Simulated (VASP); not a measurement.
Set up this calculation in VASP 6.6.1, as the native input.

| Property | Result |
| --- | --- |
| Task | single point |
| Functional | PBE |
| Potentials or basis | VASP PAW PBE potentials, release 64 (Ga_d, N) |
| Cutoff | 520 eV |
| k mesh | 12 × 12 × 6 |
| Occupations | gaussian, width 0.02 eV |
| Spin | no spin polarisation |
| Dipole correction | no |
| Further INCAR settings | ALGO = Normal; EDIFF = 1e-06; NBANDS = 26 |

The structure of GaN lies in POSCAR:

```
GaN
1.0
    3.2815513886      0.0000000000      0.0000000000
   -1.6407756943      2.8419068663      0.0000000000
    0.0000000000      0.0000000000      5.3458611201
Ga N
2 2
Direct
    0.3333333333      0.6666666667     -0.0008683119
    0.6666666667      0.3333333333      0.4991316881
    0.3333333333      0.6666666667      0.3758683119
    0.6666666667      0.3333333333      0.8758683119
```

One way to write it, as run:

INCAR

```
ALGO     = Normal         # electronic algorithm
EDIFF    = 1E-6           # SCF threshold, eV
ENCUT    = 520            # plane-wave cutoff, eV
GGA      = PE             # functional
ISIF     = 2              # what is computed and relaxed
ISMEAR   = 0              # smearing method
LASPH    = T              # aspherical terms in the spheres
LCHARG   = F              # write CHGCAR
LREAL    = F              # projectors in reciprocal space
LWAVE    = F              # write WAVECAR
NBANDS   = 26             # bands
NELM     = 80             # most SCF steps
PREC     = Accurate       # precision mode
SIGMA    = 0.02           # smearing width, eV
```

KPOINTS

```
k-points
0
Gamma
  12 12 6
```

Potentials or basis: VASP PAW PBE potentials, release 64 (Ga_d, N).

Launch:

```bash
$ cat potpaw_PBE.64/Ga_d/POTCAR potpaw_PBE.64/N/POTCAR > POTCAR
$ mpirun -np 1 vasp_std > vasp.out
```

Results of the run:

| Item | Value |
| --- | --- |
| Pressure | -8.6 GPa |
| Largest force | 0.009 eV/Å |
| Band gap on the k mesh | 1.33 eV |

Caveat: the cell stands under tension.

Run time: 70 s on 1 thread of Intel(R) Xeon(R) Platinum 8375C CPU @ 2.90GHz (Ice Lake), on a shared host, peak memory 0.21 GiB.
